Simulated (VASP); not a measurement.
Write the native input for VASP 6.6.1 that does the following.

* Task: single point
* Functional: PBEsol
* Potentials or basis: VASP PAW PBE potentials, release 64 (Sn_d)
* Cutoff: 520 eV
* k mesh: 12 × 12 × 7
* Occupations: fermi-dirac, width 0.1 eV
* Spin: no spin polarisation
* Dipole correction: no
* Further INCAR settings: ALGO = Normal; EDIFF = 1e-07; NBANDS = 21

The structure of Sn lies in POSCAR:

```
Sn
1.0
    3.3149333680      0.0000000000      0.0000000000
   -1.6574666840      2.8708165085      0.0000000000
    0.0000000000      0.0000000000      5.5128512027
Sn
2
Direct
    0.3333333333      0.6666666667      0.2500000000
    0.6666666667      0.3333333333      0.7500000000
```

The input as run:

INCAR

```
  ALGO = Normal
  EDIFF = 1E-7
  ENCUT = 520
  GGA = PS
  ISIF = 2
  ISMEAR = -1
  LASPH = T
  LCHARG = F
  LREAL = F
  LWAVE = F
  NBANDS = 21
  NELM = 100
  PREC = Accurate
  SIGMA = 0.1
```

KPOINTS

```
k-points
0
Gamma
  12 12 7
```

Potentials or basis: VASP PAW PBE potentials, release 64 (Sn_d).

Command:

```bash
$ cat potpaw_PBE.64/Sn_d/POTCAR > POTCAR
$ mpirun -np 1 vasp_std > vasp.out
```

Results of the run:

- Pressure: -0.1 GPa
- Band gap on the k mesh: zero (band 14 reaches 14.63 eV, above the bottom of band 15 at 6.03 eV)

Caveat: the PAW data sets were made with another functional, which shifts forces and pressure a little; spin-orbit coupling is left out, which moves the levels of the heavy elements.

Wall time 50 s on 1 thread of Intel(R) Xeon(R) Platinum 8375C CPU @ 2.90GHz (Ice Lake), with other jobs on the host, peak memory 0.21 GiB.
